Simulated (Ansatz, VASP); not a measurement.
ReCCl4: VASP beside Ansatz

Contents of INCAR:

```
PREC     = Accurate       # precision mode
ENCUT    = 520            # plane-wave cutoff, eV
EDIFF    = 1E-7           # SCF threshold, eV
ISMEAR   = 0              # smearing method
SIGMA    = 0.1            # smearing width, eV
LREAL    = False          # projectors in reciprocal space
LASPH    = True           # aspherical terms in the spheres
NELM     = 150            # most SCF steps
ALGO     = Normal         # electronic algorithm
ISIF     = 2              # what is computed and relaxed
LWAVE    = False          # write WAVECAR
LCHARG   = False          # write CHGCAR
ISPIN    = 2              # spin polarisation
MAGMOM   = 1 0 0 0 0 0    # initial moments
LORBIT   = 11             # projections on sites
LMAXMIX  = 4              # l up to which the mixer works
GGA      = PE             # functional
NBANDS   = 32             # bands
```

Contents of KPOINTS:

```
Automatic mesh
0
Gamma
  4 4 4
```

Contents of POSCAR:

```
ReCCl4
1.0
    0.0000000000      4.0520821100      4.0520821100
    4.0520821100      0.0000000000      4.0520821100
    4.0520821100      4.0520821100      0.0000000000
Re C Cl
1 1 4
Direct
    0.2500000000      0.2500000000      0.2500000000
    0.0000000000      0.0000000000      0.0000000000
    0.6244397500      0.1266807500      0.6244397500
    0.6244397500      0.6244397500      0.1266807500
    0.6244397500      0.6244397500      0.6244397500
    0.1266807500      0.6244397500      0.6244397500
```

Input for Ansatz:

```yaml
crystal:
  lattice:
    - [0.0, 4.05208211, 4.05208211]
    - [4.05208211, 0.0, 4.05208211]
    - [4.05208211, 4.05208211, 0.0]
  atoms:
    - { symbol: Re, position: [0.25, 0.25, 0.25], spin: 1.0 }
    - { symbol: C, position: [0.0, 0.0, 0.0] }
    - { symbol: Cl, position: [0.62443975, 0.12668075, 0.62443975] }
    - { symbol: Cl, position: [0.62443975, 0.62443975, 0.12668075] }
    - { symbol: Cl, position: [0.62443975, 0.62443975, 0.62443975] }
    - { symbol: Cl, position: [0.12668075, 0.62443975, 0.62443975] }
basis:
  ecutwfc: 420
kpoints:
  mp_grid: { grid: [4, 4, 4] }
hamiltonian:
  xc: pbe
scf:
  occupations: { method: gaussian, width: 0.1 }
  lower_state_search: "off"
output:
  forces: true
  stress: true
  eigenvalues: true
  populations: true
magnetization:
  spin_polarized: true
```

Change from the starting cell: species swapped into the CeInPt4 type (F-43m, No. 216).

Alike in both runs: task single point; functional PBE; k mesh 4 × 4 × 4; occupations gaussian, width 0.1 eV; collinear spin.

```csv
,VASP,Ansatz
version,VASP 6.6.1,Ansatz 0.2.0
potentials or method,"VASP PAW PBE potentials, release 64 (Re, C, Cl), cutoff 520 eV","scalar-relativistic, plane waves, PAW"
valence electrons in the cell,39,47
```

|  | VASP | Ansatz | Ansatz less VASP |
| --- | --- | --- | --- |
| gap on the k mesh at the Fermi level (eV) | none | none | - |
| pressure (GPa) | -4.1 | -0.9 | +3.15 |
| rms of the force components (eV/Å) | 0.020 | 0.008 | -0.0121 |
| net moment per atom (μB) | 0.40 | 0.48 | +0.081 |
| size of the moment on the site where the two differ most (μB) | 0.65 | 4.31 | +3.660 |

Site moments also hang on the region over which each program counts them. Atom by atom the forces differ by 0.012 eV/Å (rms over components). A gap of «none» marks a metal or a gap that the smearing closes. VASP's potentials hold 39 valence electrons a cell and Ansatz's 47, so a difference there can come from the potentials and not from the codes.

Neither program's run includes spin-orbit coupling.
